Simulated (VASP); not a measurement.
A run of VASP 6.6.1 is set up as follows.

INCAR

```
SYSTEM = Sr
  ALGO = Normal
  EDIFF = 1E-6
  ENCUT = 520
  GGA = PE
  ISIF = 2
  ISMEAR = 0
  LASPH = .TRUE.
  LCHARG = .TRUE.
  LELF = .TRUE.
  LREAL = .FALSE.
  LVHAR = .TRUE.
  LWAVE = .FALSE.
  NBANDS = 28
  NELM = 100
  PREC = Accurate
  SIGMA = 0.1
```

File KPOINTS:

```
k-points
0
G
  4 4 4
  0 0 0
```

File POSCAR:

```
Sr
1.0
   -4.1752198335      4.1752198335      3.5516218509
    4.1752198335     -4.1752198335      3.5516218509
    4.1752198335      4.1752198335     -3.5516218509
Sr
4
Direct
    0.8155746683      0.6844253317      0.5000000000
    0.1844253317      0.3155746683      0.5000000000
    0.3155746683      0.8155746683      0.1311493366
    0.6844253317      0.1844253317      0.8688506634
```

Potentials or basis: VASP PAW PBE potentials, release 64 (Sr_sv).

Run with:

```sh
$ cat potpaw_PBE.64/Sr_sv/POTCAR > POTCAR
$ mpirun -np 1 vasp_std > vasp.out
```

What does it give for the largest force?

0.424 eV/Å.

Estimate the band gap on the k mesh.

zero (band 20 reaches 1.27 eV, above the bottom of band 21 at 0.72 eV).

Stress tensor (GPa, compression positive):
```
-1.16  0.00  0.00
 0.00 -1.16  0.00
 0.00  0.00  0.77
```

Caveat: the cell differs from its parent crystal (Ba replaced by Sr, lengths x 0.944, strained).
